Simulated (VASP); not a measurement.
# Li5Au3 (Im-3m) in VASP: single point with PBE

Aim: the single point of Li5Au3 with PBE.

All numbers are computed with VASP 6.6.1; they aren't measurements. Logs are shortened: lines on timing, memory, paths and dates and some standing lists are left out, and cuts for length are marked.

**1. The cell of the first run**

Symmetry: Im-3m, No. 229, cubic system. Conventional cell: a = 6.266 Å, b = 6.266 Å, c = 6.266 Å, α = 90.00°, β = 90.00°, γ = 90.00°. Li (site symmetry -3m) has 8 Li at 2.71 to 3.13 Å and 6 Au at 2.71 Å within 3.6 Å. Li (site symmetry m-3m) has 8 Li at 2.71 Å and 6 Au at 3.13 Å within 3.6 Å. Au (site symmetry 4/mmm) has 10 Li at 2.71 to 3.13 Å and 4 Au at 3.13 Å within 3.6 Å.

**2. Single point, PBE**

POSCAR reads:

```
Li5Au3
1.0
   -3.1329129000      3.1329129000      3.1329129000
    3.1329129000     -3.1329129000      3.1329129000
    3.1329129000      3.1329129000     -3.1329129000
Li Au
5 3
Direct
    0.5000000000      0.5000000000      0.5000000000
    0.0000000000      0.0000000000      0.5000000000
    0.0000000000      0.5000000000      0.0000000000
    0.5000000000      0.0000000000      0.0000000000
    0.0000000000      0.0000000000      0.0000000000
    0.0000000000      0.5000000000      0.5000000000
    0.5000000000      0.0000000000      0.5000000000
    0.5000000000      0.5000000000      0.0000000000
```

INCAR.step1 reads:

```
PREC = Accurate
ENCUT = 520
EDIFF = 1E-7
ISMEAR = 0
SIGMA = 0.1
LREAL = False
LASPH = True
NELM = 100
ALGO = Fast
ISIF = 2
LWAVE = False
LCHARG = True
LMAXMIX = 4
GGA = PE
NBANDS = 34
```

KPOINTS.step1 reads:

```
Automatic mesh
0
Gamma
  8 8 8
```

INCAR.step2 reads:

```
PREC = Accurate
ENCUT = 520
EDIFF = 1E-7
ISMEAR = -5
SIGMA = 0.1
LREAL = False
LASPH = True
NELM = 100
ALGO = Fast
ISIF = 2
LWAVE = False
LCHARG = False
LMAXMIX = 4
GGA = PE
LORBIT = 10
NBANDS = 34
NEDOS = 2001
ICHARG = 11
```

KPOINTS.step2 reads:

```
Automatic mesh
0
Gamma
  12 12 12
```

Potentials or basis: VASP PAW PBE potentials, release 64 (Li_sv, Au).

Command:

```sh
$ cat potpaw_PBE.64/Li_sv/POTCAR potpaw_PBE.64/Au/POTCAR > POTCAR
$ cp INCAR.step1 INCAR
$ cp KPOINTS.step1 KPOINTS
$ mpirun -np 1 vasp_std > vasp.out
$ cp INCAR.step2 INCAR
$ cp KPOINTS.step2 KPOINTS
$ mpirun -np 1 vasp_std > vasp.out
```

OUTCAR:

```text
PREC = Accurate
   ENCUT = 520
   EDIFF = 1E-7
   ISMEAR = -5
   LREAL = False
   LASPH = True
   NELM = 100
   ISIF = 2
   GGA = PE
   LORBIT = 10
   ICHARG = 11

 ion  position               nearest neighbor table
   1  0.500  0.500  0.500-   6 2.71   7 2.71   8 2.71   8 2.71   7 2.71   6 2.71
   2  0.000  0.000  0.500-   6 2.71   7 2.71   8 2.71   6 2.71   7 2.71   8 2.71
   3  0.000  0.500  0.000-   6 2.71   7 2.71   8 2.71   6 2.71   8 2.71   7 2.71
   4  0.500  0.000  0.000-   6 2.71   7 2.71   8 2.71   7 2.71   8 2.71   6 2.71
   5  0.000  0.000  0.000-
   6  0.000  0.500  0.500-   1 2.71   2 2.71   3 2.71   4 2.71   3 2.71   2 2.71   1 2.71   4 2.71
                             7 3.13   8 3.13   7 3.13   8 3.13
   7  0.500  0.000  0.500-   1 2.71   2 2.71   3 2.71   4 2.71   4 2.71   1 2.71   2 2.71   3 2.71
                             8 3.13   6 3.13   6 3.13   8 3.13
   8  0.500  0.500  0.000-   1 2.71   2 2.71   3 2.71   4 2.71   1 2.71   4 2.71   3 2.71   2 2.71
                             7 3.13   6 3.13   6 3.13   7 3.13

  LATTYP: Found a body centered cubic cell.
 ALAT       =     6.2658258000

  Lattice vectors:

 A1 = (  -3.1329129000,   3.1329129000,   3.1329129000)
 A2 = (   3.1329129000,  -3.1329129000,   3.1329129000)
 A3 = (   3.1329129000,   3.1329129000,  -3.1329129000)

Analysis of symmetry for initial positions (statically):
=====================================================================
 Subroutine PRICEL returns:
 Original cell was already a primitive cell.

 Routine SETGRP: Setting up the symmetry group for a
 body centered cubic supercell.

 Subroutine GETGRP returns: Found 48 space group operations
 (whereof 48 operations were pure point group operations)
 out of a pool of 48 trial point group operations.

The static configuration has the point symmetry O_h .

Analysis of symmetry for dynamics (positions and initial velocities):
=====================================================================
 Subroutine PRICEL returns:
 Original cell was already a primitive cell.

 Routine SETGRP: Setting up the symmetry group for a
 body centered cubic supercell.

 Subroutine GETGRP returns: Found 48 space group operations
 (whereof 48 operations were pure point group operations)
 out of a pool of 48 trial point group operations.

The dynamic configuration has the point symmetry O_h .

 Subroutine INISYM returns: Found 48 space group operations
 (whereof 48 operations are pure point group operations),
 and found     1 'primitive' translations

----------------------------------------------------------------------------------------

                                     Primitive cell

  volume of cell :     123.0000

  direct lattice vectors                    reciprocal lattice vectors
    -3.132912900  3.132912900  3.132912900     0.000000000  0.159595883  0.159595883
     3.132912900 -3.132912900  3.132912900     0.159595883  0.000000000  0.159595883
     3.132912900  3.132912900 -3.132912900     0.159595883  0.159595883  0.000000000

  length of vectors
     5.426364318  5.426364318  5.426364318     0.225702662  0.225702662  0.225702662

  position of ions in fractional coordinates (direct lattice)
     0.500000000  0.500000000  0.500000000
     0.000000000  0.000000000  0.500000000
     0.000000000  0.500000000  0.000000000
     0.500000000  0.000000000  0.000000000
     0.000000000  0.000000000  0.000000000
     0.000000000  0.500000000  0.500000000
     0.500000000  0.000000000  0.500000000
     0.500000000  0.500000000  0.000000000

  ion indices of the primitive-cell ions
   primitive index   ion index
                 1           1
                 2           2
                 3           3
                 4           4
                 5           5
                 6           6
                 7           7
                 8           8

----------------------------------------------------------------------------------------

 KPOINTS: Automatic mesh

Automatic generation of k-mesh.
 Grid dimensions read from file:
 generate k-points for:   12   12   12

 Generating k-lattice:

  Cartesian coordinates                     Fractional coordinates (reciprocal lattice)
     0.000000000  0.013299657  0.013299657     0.083333333  0.000000000  0.000000000
     0.013299657  0.000000000  0.013299657     0.000000000  0.083333333  0.000000000
     0.013299657  0.013299657  0.000000000     0.000000000  0.000000000  0.083333333

  Length of vectors
     0.018808555  0.018808555  0.018808555

  Shift w.r.t. Gamma in fractional coordinates (k-lattice)
     0.000000000  0.000000000  0.000000000

 TETIRR: Found   1910 inequivalent tetrahedra from    10368

 Subroutine IBZKPT returns following result:
 ===========================================

 Found     72 irreducible k-points:

 Following reciprocal coordinates:
            Coordinates               Weight
  0.000000  0.000000  0.000000      1.000000
  0.083333  0.000000  0.000000     12.000000
  0.166667  0.000000  0.000000     12.000000
  0.250000  0.000000  0.000000     12.000000
  0.333333  0.000000  0.000000     12.000000
  0.416667  0.000000  0.000000     12.000000
[... 16 lines left out ...]
  0.333333  0.083333  0.083333     24.000000
  0.416667  0.083333  0.083333     12.000000
 [... further k-points ...]
   k-points           NKPTS =     72   k-points in BZ     NKDIM =     72   number of bands    NBANDS=     34
   number of dos      NEDOS =   2001   number of ions     NIONS =      8
   total plane-waves  NPLWV =  64000
   dimension x,y,z NGX =    40 NGY =   40 NGZ =   40
   dimension x,y,z NGXF=    80 NGYF=   80 NGZF=   80
   ions per type =               5   3
   NGX,Y,Z   is equivalent  to a cutoff of  12.25, 12.25, 12.25 a.u.
   NGXF,Y,Z  is equivalent  to a cutoff of  24.51, 24.51, 24.51 a.u.
 SYSTEM =  unknown system
   PREC   = accura    normal or accurate (medium, high low for compatibility)
   ISTART =      0    job   : 0-new  1-cont  2-samecut
   ICHARG =     11    charge: 1-file 2-atom 10-const
   ISPIN  =      1    spin polarized calculation?
   LNONCOLLINEAR =      F non collinear calculations
   LSORBIT =      F    spin-orbit coupling
   LASPH  =      T    aspherical Exc in radial PAW
   ENCUT  =  520.0 eV  38.22 Ry    6.18 a.u.  10.09 10.09 10.09*2*pi/ulx,y,z
   NELM   =    100;   NELMIN=  2; NELMDL=  0     # of ELM steps
   EDIFF  = 0.1E-06   stopping-criterion for ELM
   LREAL  =      F    real-space projection
   EDIFFG = 0.1E-05   stopping-criterion for IOM
   NSW    =      0    number of steps for IOM
   IBRION =     -1    ionic relax: 0-MD 1-quasi-New 2-CG
   NFREE  =      0    steps in history (QN), initial steepest desc. (CG)
   ISIF   =      2    stress and relaxation
   ISYM   =      2    0-nonsym 1-usesym 2-fastsym
   POTIM  = 0.5000    time-step for ionic-motion
   TEBEG  =    0.0;   TEEND  =   0.0 temperature during run
   PSTRESS=    0.0 pullay stress
   NELECT =      48.0000    total number of electrons
   NUPDOWN=      -1.0000    fix difference up-down
   EMIN   =  10.00;   EMAX   =-10.00  energy-range for DOS
   EFERMI =   0.00;   METHOD = LEGACY
   ISMEAR =    -5;   SIGMA  =   0.10  broadening in eV -4-tet -1-fermi 0-gaus
   EFERMI_NEDOS =   21; number of points for ismear=-14 and -15
   IALGO  =     68    algorithm
   IMIX   =      4    mixing-type and parameters
     AMIX     =   0.40;   BMIX     =  1.00
     AMIX_MAG =   1.60;   BMIX_MAG =  1.00
  volume/ion in A,a.u.               =      15.37       103.76
  Fermi-wavevector in a.u.,A,eV,Ry     =   1.196337  2.260749 19.472966  1.431223
  Thomas-Fermi vector in A             =   2.332280
   LORBIT       =     10    0 simple, 1 ext, 2 COOP (PROOUT), +10 PAW based schemes
   GGA     = PE    functional components
   LHFCALC =     F    Hartree Fock is set to
   AEXX    =    0.0000 exact exchange contribution
   IVDW    =     0    specifies the selected vdW correction
   LEPSILON=     F    determine dielectric tensor
   LRPA    =     F    only Hartree local field effects (RPA)
 non-spin polarized calculation
 RMM-DIIS sequential band-by-band and
 Fermi weights with tetrahedron method with Bloechl corrections
  energy-cutoff  :      520.00
  volume of cell :      123.00
 maximum number of plane-waves:      3352

 number of electron      47.9999932 magnetization

 Free energy of the ion-electron system (eV)
  ---------------------------------------------------
  ext. energy  EPLUGINS =         0.00000000
  ---------------------------------------------------
  free energy    TOTEN  =       -22.90298890 eV

  energy without entropy =      -22.90298890  energy(sigma->0) =      -22.90298890

 E-fermi :   4.7840     XC(G=0):  -9.9250

 val. band max:        4.8379640589   @ k =  -0.3333   0.5000   0.0833
 cond. band min:       4.7433458571   @ k =  -0.0833   0.0833   0.0833
 fundamental gap:     -0.0946182018
 Fermi energy:         4.7840248328

 k-point     1 :       0.0000    0.0000    0.0000
  band No.  band energies     occupation
      1     -41.7009      2.00000
      2     -40.9488      2.00000
      3     -40.9390      2.00000
      4     -40.9390      2.00000
      5     -40.9390      2.00000
      6      -2.0638      2.00000
[... 26 lines left out ...]
     33      11.5666      0.00000
     34      12.0140      0.00000
[... 820 lines left out ...]
      4     -40.9392      2.00000
      5     -40.9391      2.00000
      6      -0.8966      2.00000
[... 26 lines left out ...]
     33      11.9081      0.00000
     34      12.8005      0.00000

 [... further k-points ...]

------------------------ aborting loop because EDIFF is reached ----------------------------------------

  FORCE on cell =-STRESS in cart. coord.  units (eV):
  Direction    XX          YY          ZZ          XY          YZ          ZX
  --------------------------------------------------------------------------------------
  -------------------------------------------------------------------------------------
  Total        0.0101802      0.0101802      0.0101802      0.0000000     -0.0000000      0.0000000
  in kB        0.1326062      0.1326062      0.1326062      0.0000000     -0.0000000      0.0000000
  external PRESSURE =       0.1326062 kB  Pullay stress =       0.0000000 kB

 VOLUME and BASIS-vectors are now :
 -----------------------------------------------------------------------------
  energy-cutoff  :      520.00
  volume of cell :      123.00
      direct lattice vectors                 reciprocal lattice vectors
    -3.132912900  3.132912900  3.132912900     0.000000000  0.159595883  0.159595883
     3.132912900 -3.132912900  3.132912900     0.159595883  0.000000000  0.159595883
     3.132912900  3.132912900 -3.132912900     0.159595883  0.159595883  0.000000000

 POSITION                                       TOTAL-FORCE (eV/Angst)
 -----------------------------------------------------------------------------------
      1.56646      1.56646      1.56646         0.000000      0.000000      0.000000
      1.56646      1.56646     -1.56646        -0.000000      0.000000      0.000000
      1.56646     -1.56646      1.56646         0.000000     -0.000000      0.000000
     -1.56646      1.56646      1.56646         0.000000      0.000000      0.000000
      0.00000      0.00000      0.00000        -0.000000      0.000000      0.000000
      3.13291      0.00000      0.00000        -0.000000     -0.000000     -0.000000
      0.00000      3.13291      0.00000        -0.000000     -0.000000     -0.000000
      0.00000      0.00000      3.13291         0.000000      0.000000     -0.000000
 -----------------------------------------------------------------------------------
    total drift:                               -0.000000     -0.000000      0.000000

  FREE ENERGIE OF THE ION-ELECTRON SYSTEM (eV)
  ---------------------------------------------------
  free  energy   TOTEN  =       -22.9029888958 eV

  energy  without entropy=      -22.9029888958  energy(sigma->0) =      -22.90298890

 total charge

# of ion       s       p       d       tot
------------------------------------------
    1        2.033   0.061   0.000   2.094
    2        2.033   0.061   0.000   2.094
    3        2.033   0.061   0.000   2.094
    4        2.033   0.061   0.000   2.094
    5        2.036   0.047   0.000   2.084
    6        0.700   0.249   8.712   9.661
    7        0.700   0.249   8.712   9.661
    8        0.700   0.249   8.712   9.661
--------------------------------------------------
tot         12.269   1.039  26.135  39.443
```

It took 25 min on 1 thread of Oxide Virtual Turin-like, shared host; peak memory 0.35 GiB.

Results:

```yaml
Valence_electrons_inside_the_program's_atomic_spheres: Li 2.09, 2.08 (each value once); Au 9.66
```

Levels at points of the mesh, in eV from the Fermi level:
```tsv
k point	band 22	band 23	band 24	band 25	band 26	band 27
(0.00, 0.00, 0.00)	0.03	0.03	0.03	0.05	0.05	0.05
(0.50, 0.00, 0.00)	-3.46	-0.79	-0.18	0.39	0.72	2.62
(0.50, 0.50, 0.50)	-1.80	-1.39	-1.39	-1.39	-0.25	4.16
```

Caveat: the cutoff is under 1.25 times the usual one of these potentials, so pressure, stress and relaxed cells hold a basis-set (Pulay) error; spin-orbit coupling is left out, which moves the levels of the heavy elements.
